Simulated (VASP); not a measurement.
# FeB3Pt (Pm-3m) in VASP: single point with PBE

Aim: the single point of FeB3Pt with PBE.

Program: VASP 6.6.1. These are calculated values, not measurements. Logs are shortened: lines on timing, memory, paths and dates and some standing lists are left out, and cuts for length are marked.

**1. The cell of the first run**

The structure is cubic, space group Pm-3m (No. 221). Conventional cell: a = 3.507 Å, b = 3.507 Å, c = 3.507 Å, α = 90.00°, β = 90.00°, γ = 90.00°. Within 2.3 Å of Fe (site symmetry m-3m) lie 6 B at 1.75 Å. Within 2.3 Å of B (site symmetry 4/mmm) lie 2 Fe at 1.75 Å. Pt (site symmetry m-3m) has 12 B at 2.48 Å and 8 Fe at 3.04 Å within 3.3 Å.

**2. Single point, PBE, collinear spin, ferromagnetic start**

INCAR reads:

```
PREC = Accurate ; ENCUT = 520
EDIFF = 1E-6 ; ISMEAR = 0
SIGMA = 0.1 ; LREAL = False
LASPH = True ; NELM = 150
ALGO = Normal ; ISIF = 2
LWAVE = False ; LCHARG = True
ISPIN = 2 ; MAGMOM = 4 0 0 0 0
LORBIT = 11 ; LMAXMIX = 4
GGA = PE ; LELF = True
LVHAR = True ; NBANDS = 26
```

KPOINTS reads:

```
regular mesh
0
Gamma
  6 6 6
```

POSCAR reads:

```
FeB3Pt
1.0
    3.5066325300      0.0000000000      0.0000000000
    0.0000000000      3.5066325300      0.0000000000
    0.0000000000      0.0000000000      3.5066325300
Fe B Pt
1 3 1
Direct
    0.5000000000      0.5000000000      0.5000000000
    0.0000000000      0.5000000000      0.5000000000
    0.5000000000      0.0000000000      0.5000000000
    0.5000000000      0.5000000000      0.0000000000
    0.0000000000      0.0000000000      0.0000000000
```

Potentials or basis: VASP PAW PBE potentials, release 64 (Fe, B, Pt).

Run with:

```bash
$ cat potpaw_PBE.64/Fe/POTCAR potpaw_PBE.64/B/POTCAR potpaw_PBE.64/Pt/POTCAR > POTCAR
$ mpirun -np 1 vasp_std > vasp.out
```

OUTCAR:

```text
PREC = Accurate
   ENCUT = 520
   EDIFF = 1E-6
   ISMEAR = 0
   LREAL = False
   LASPH = True
   NELM = 150
   ISIF = 2
   ISPIN = 2
   LORBIT = 11
   GGA = PE

 ion  position               nearest neighbor table
   1  0.500  0.500  0.500-   2 1.75   3 1.75   4 1.75   4 1.75   3 1.75   2 1.75   5 3.04   5 3.04
                             5 3.04   5 3.04   5 3.04   5 3.04   5 3.04   5 3.04
   2  0.000  0.500  0.500-   1 1.75   1 1.75   5 2.48   5 2.48   5 2.48   5 2.48
   3  0.500  0.000  0.500-   1 1.75   1 1.75   5 2.48   5 2.48   5 2.48   5 2.48
   4  0.500  0.500  0.000-   1 1.75   1 1.75   5 2.48   5 2.48   5 2.48   5 2.48
   5  0.000  0.000  0.000-   2 2.48   3 2.48   4 2.48   2 2.48   3 2.48   2 2.48   4 2.48   2 2.48
                             3 2.48   4 2.48   3 2.48   4 2.48   1 3.04   1 3.04   1 3.04   1 3.04

  LATTYP: Found a simple cubic cell.
 ALAT       =     3.5066325300

  Lattice vectors:

 A1 = (   3.5066325300,   0.0000000000,   0.0000000000)
 A2 = (   0.0000000000,   3.5066325300,   0.0000000000)
 A3 = (   0.0000000000,   0.0000000000,   3.5066325300)

Analysis of symmetry for initial positions (statically):
=====================================================================
 Subroutine PRICEL returns:
 Original cell was already a primitive cell.

 Routine SETGRP: Setting up the symmetry group for a
 simple cubic supercell.

 Subroutine GETGRP returns: Found 48 space group operations
 (whereof 48 operations were pure point group operations)
 out of a pool of 48 trial point group operations.

The static configuration has the point symmetry O_h .

Analysis of symmetry for dynamics (positions and initial velocities):
=====================================================================
 Subroutine PRICEL returns:
 Original cell was already a primitive cell.

 Routine SETGRP: Setting up the symmetry group for a
 simple cubic supercell.

 Subroutine GETGRP returns: Found 48 space group operations
 (whereof 48 operations were pure point group operations)
 out of a pool of 48 trial point group operations.

The dynamic configuration has the point symmetry O_h .

Analysis of structural, dynamic, and magnetic symmetry:
=====================================================================
 Subroutine PRICEL returns:
 Original cell was already a primitive cell.

 Routine SETGRP: Setting up the symmetry group for a
 simple cubic supercell.

 Subroutine GETGRP returns: Found 48 space group operations
 (whereof 48 operations were pure point group operations)
 out of a pool of 48 trial point group operations.

The overall configuration has the point symmetry O_h .

 Subroutine INISYM returns: Found 48 space group operations
 (whereof 48 operations are pure point group operations),
 and found     1 'primitive' translations

----------------------------------------------------------------------------------------

                                     Primitive cell

  volume of cell :      43.1192

  direct lattice vectors                    reciprocal lattice vectors
     3.506632530  0.000000000  0.000000000     0.285173879  0.000000000  0.000000000
     0.000000000  3.506632530  0.000000000     0.000000000  0.285173879  0.000000000
     0.000000000  0.000000000  3.506632530     0.000000000  0.000000000  0.285173879

  length of vectors
     3.506632530  3.506632530  3.506632530     0.285173879  0.285173879  0.285173879

  position of ions in fractional coordinates (direct lattice)
     0.500000000  0.500000000  0.500000000
     0.000000000  0.500000000  0.500000000
     0.500000000  0.000000000  0.500000000
     0.500000000  0.500000000  0.000000000
     0.000000000  0.000000000  0.000000000

  ion indices of the primitive-cell ions
   primitive index   ion index
                 1           1
                 2           2
                 3           3
                 4           4
                 5           5

----------------------------------------------------------------------------------------

 KPOINTS: regular mesh

Automatic generation of k-mesh.
 Grid dimensions read from file:
 generate k-points for:    6    6    6

 Generating k-lattice:

  Cartesian coordinates                     Fractional coordinates (reciprocal lattice)
     0.047528980  0.000000000  0.000000000     0.166666667  0.000000000  0.000000000
     0.000000000  0.047528980  0.000000000     0.000000000  0.166666667  0.000000000
     0.000000000  0.000000000  0.047528980     0.000000000  0.000000000  0.166666667

  Length of vectors
     0.047528980  0.047528980  0.047528980

  Shift w.r.t. Gamma in fractional coordinates (k-lattice)
     0.000000000  0.000000000  0.000000000

 Subroutine IBZKPT returns following result:
 ===========================================

 Found     20 irreducible k-points:

 Following reciprocal coordinates:
            Coordinates               Weight
  0.000000  0.000000  0.000000      1.000000
  0.166667  0.000000  0.000000      6.000000
  0.333333  0.000000  0.000000      6.000000
  0.500000  0.000000  0.000000      3.000000
  0.166667  0.166667  0.000000     12.000000
  0.333333  0.166667  0.000000     24.000000
[... 12 lines left out ...]
  0.500000  0.500000  0.333333      6.000000
  0.500000  0.500000  0.500000      1.000000
   k-points           NKPTS =     20   k-points in BZ     NKDIM =     20   number of bands    NBANDS=     26
   number of dos      NEDOS =    301   number of ions     NIONS =      5
   total plane-waves  NPLWV =  21952
   dimension x,y,z NGX =    28 NGY =   28 NGZ =   28
   dimension x,y,z NGXF=    56 NGYF=   56 NGZF=   56
   ions per type =               1   3   1
   NGX,Y,Z   is equivalent  to a cutoff of  13.27, 13.27, 13.27 a.u.
   NGXF,Y,Z  is equivalent  to a cutoff of  26.55, 26.55, 26.55 a.u.
 SYSTEM =  unknown system
   PREC   = accura    normal or accurate (medium, high low for compatibility)
   ISTART =      0    job   : 0-new  1-cont  2-samecut
   ICHARG =      2    charge: 1-file 2-atom 10-const
   ISPIN  =      2    spin polarized calculation?
   LNONCOLLINEAR =      F non collinear calculations
   LSORBIT =      F    spin-orbit coupling
   LASPH  =      T    aspherical Exc in radial PAW
   ENCUT  =  520.0 eV  38.22 Ry    6.18 a.u.   6.52  6.52  6.52*2*pi/ulx,y,z
   NELM   =    150;   NELMIN=  2; NELMDL= -5     # of ELM steps
   EDIFF  = 0.1E-05   stopping-criterion for ELM
   LREAL  =      F    real-space projection
   EDIFFG = 0.1E-04   stopping-criterion for IOM
   NSW    =      0    number of steps for IOM
   IBRION =     -1    ionic relax: 0-MD 1-quasi-New 2-CG
   NFREE  =      0    steps in history (QN), initial steepest desc. (CG)
   ISIF   =      2    stress and relaxation
   ISYM   =      2    0-nonsym 1-usesym 2-fastsym
   POTIM  = 0.5000    time-step for ionic-motion
   TEBEG  =    0.0;   TEEND  =   0.0 temperature during run
   PSTRESS=    0.0 pullay stress
   NELECT =      27.0000    total number of electrons
   NUPDOWN=      -1.0000    fix difference up-down
   EMIN   =  10.00;   EMAX   =-10.00  energy-range for DOS
   EFERMI =   0.00;   METHOD = LEGACY
   ISMEAR =     0;   SIGMA  =   0.10  broadening in eV -4-tet -1-fermi 0-gaus
   EFERMI_NEDOS =   21; number of points for ismear=-14 and -15
   IALGO  =     38    algorithm
   IMIX   =      4    mixing-type and parameters
     AMIX     =   0.40;   BMIX     =  1.00
     AMIX_MAG =   1.60;   BMIX_MAG =  1.00
  volume/ion in A,a.u.               =       8.62        58.20
  Fermi-wavevector in a.u.,A,eV,Ry     =   1.400573  2.646700 26.689262  1.961605
  Thomas-Fermi vector in A             =   2.523520
   LORBIT       =     11    0 simple, 1 ext, 2 COOP (PROOUT), +10 PAW based schemes
   GGA     = PE    functional components
   LHFCALC =     F    Hartree Fock is set to
   AEXX    =    0.0000 exact exchange contribution
   IVDW    =     0    specifies the selected vdW correction
   LEPSILON=     F    determine dielectric tensor
   LRPA    =     F    only Hartree local field effects (RPA)
 spin polarized calculation
 Gauss-broadening in eV      SIGMA  =   0.10
  energy-cutoff  :      520.00
  volume of cell :       43.12
 maximum number of plane-waves:      1189
 NGX is ok and might be reduce to    28
   NGX = 13   NGY = 13   NGZ = 13

 number of electron      27.0000008 magnetization       0.0970531

 number of electron      27.0000008 magnetization      -0.0006066

 Free energy of the ion-electron system (eV)
  ---------------------------------------------------
  ext. energy  EPLUGINS =         0.00000000
  ---------------------------------------------------
  free energy    TOTEN  =       -27.94157321 eV

  energy without entropy =      -27.92163398  energy(sigma->0) =      -27.93160359

 E-fermi :  10.1099     XC(G=0): -13.2179

 val. band max:        9.9108898648   @ k =   0.3333   0.3333   0.1667
 cond. band min:      10.1302309184   @ k =   0.3333   0.1667   0.0000
 fundamental gap:      0.2193410536
 Fermi energy:        10.1099110415

 spin component 1

 k-point     1 :       0.0000    0.0000    0.0000
  band No.  band energies     occupation
      1      -4.1333      1.00000
      2       1.9055      1.00000
      3       1.9055      1.00000
      4       5.6750      1.00000
      5       5.6750      1.00000
      6       5.6750      1.00000
[... 17 lines left out ...]
     24      25.5625      0.00000
     25      25.5625      0.00000

 k-point     2 :       0.1667    0.0000    0.0000
  band No.  band energies     occupation
      1      -3.7950      1.00000
      2       1.6278      1.00000
      3       2.1141      1.00000
      4       4.9397      1.00000
      5       4.9397      1.00000
      6       5.1108      1.00000
[... 17 lines left out ...]
     24      24.5363      0.00000
     25      26.1189      0.00000
[... 474 lines left out ...]
     24      25.9054      0.00000
     25      25.9054      0.00000

 k-point    20 :       0.5000    0.5000    0.5000
  band No.  band energies     occupation
      1       1.5357      1.00000
      2       1.5357      1.00000
      3       1.5357      1.00000
      4       2.7061      1.00000
      5       2.7061      1.00000
      6       2.7061      1.00000
[... 17 lines left out ...]
     24      28.0755      0.00000
     25      28.0757      0.00000
 Fermi energy:        10.1099110415

 spin component 2

 k-point     1 :       0.0000    0.0000    0.0000
  band No.  band energies     occupation
      1      -4.1334      1.00000
      2       1.9053      1.00000
      3       1.9053      1.00000
      4       5.6749      1.00000
      5       5.6749      1.00000
      6       5.6749      1.00000
[... 17 lines left out ...]
     24      25.5624      0.00000
     25      25.5624      0.00000

 k-point     2 :       0.1667    0.0000    0.0000
  band No.  band energies     occupation
      1      -3.7951      1.00000
      2       1.6277      1.00000
      3       2.1140      1.00000
      4       4.9396      1.00000
      5       4.9396      1.00000
      6       5.1106      1.00000
[... 17 lines left out ...]
     24      24.5362      0.00000
     25      26.1187      0.00000
[... 474 lines left out ...]
     24      25.9054      0.00000
     25      25.9054      0.00000

 k-point    20 :       0.5000    0.5000    0.5000
  band No.  band energies     occupation
      1       1.5357      1.00000
      2       1.5357      1.00000
      3       1.5357      1.00000
      4       2.7062      1.00000
      5       2.7062      1.00000
      6       2.7062      1.00000
[... 17 lines left out ...]
     24      28.0754      0.00000
     25      28.0757      0.00000
 [bands above 25 left out]

------------------------ aborting loop because EDIFF is reached ----------------------------------------

  FORCE on cell =-STRESS in cart. coord.  units (eV):
  Direction    XX          YY          ZZ          XY          YZ          ZX
  --------------------------------------------------------------------------------------
  -------------------------------------------------------------------------------------
  Total       16.7482022     16.7482022     16.7482022      0.0000000      0.0000000     -0.0000000
  in kB      622.3117574    622.3117574    622.3117574      0.0000000      0.0000000     -0.0000000
  external PRESSURE =     622.3117574 kB  Pullay stress =       0.0000000 kB

 VOLUME and BASIS-vectors are now :
 -----------------------------------------------------------------------------
  energy-cutoff  :      520.00
  volume of cell :       43.12
      direct lattice vectors                 reciprocal lattice vectors
     3.506632530  0.000000000  0.000000000     0.285173879  0.000000000  0.000000000
     0.000000000  3.506632530  0.000000000     0.000000000  0.285173879  0.000000000
     0.000000000  0.000000000  3.506632530     0.000000000  0.000000000  0.285173879

 POSITION                                       TOTAL-FORCE (eV/Angst)
 -----------------------------------------------------------------------------------
      1.75332      1.75332      1.75332         0.000000      0.000000      0.000000
      0.00000      1.75332      1.75332         0.000000      0.000000      0.000000
      1.75332      0.00000      1.75332         0.000000      0.000000      0.000000
      1.75332      1.75332      0.00000         0.000000      0.000000      0.000000
      0.00000      0.00000      0.00000         0.000000      0.000000      0.000000
 -----------------------------------------------------------------------------------
    total drift:                                0.000000      0.000000      0.000000

  FREE ENERGIE OF THE ION-ELECTRON SYSTEM (eV)
  ---------------------------------------------------
  free  energy   TOTEN  =       -27.9415732135 eV

  energy  without entropy=      -27.9216339756  energy(sigma->0) =      -27.93160359

 total charge

# of ion       s       p       d       tot
------------------------------------------
    1        0.862   1.262   7.284   9.408
    2        0.752   1.088   0.000   1.840
    3        0.752   1.088   0.000   1.840
    4        0.752   1.088   0.000   1.840
    5        0.518   0.540   8.324   9.382
--------------------------------------------------
tot          3.636   5.066  15.608  24.311

 magnetization (x)

# of ion       s       p       d       tot
------------------------------------------
    1       -0.000  -0.000   0.000  -0.000
    2       -0.000  -0.000   0.000  -0.000
    3       -0.000  -0.000   0.000  -0.000
    4       -0.000  -0.000   0.000  -0.000
    5        0.000  -0.000  -0.000  -0.000
--------------------------------------------------
tot         -0.000  -0.000  -0.000  -0.000
```

Run time: 43 s. Hardware: 1 thread of Intel Xeon Platinum 8488C (Sapphire Rapids), shared host; peak memory 0.19 GiB.

What came out:

```
Free energy                                           : -27.9416 eV
Pressure                                              : 62.2 GPa
Net moment                                            : 0.00 μB per cell
Valence electrons inside the program's atomic spheres : Fe 9.41; B 1.84; Pt 9.38
```

Caveat: the starting moments collapsed, and a magnetic state may lie lower; spin-orbit coupling is left out, which moves the levels of the heavy elements.
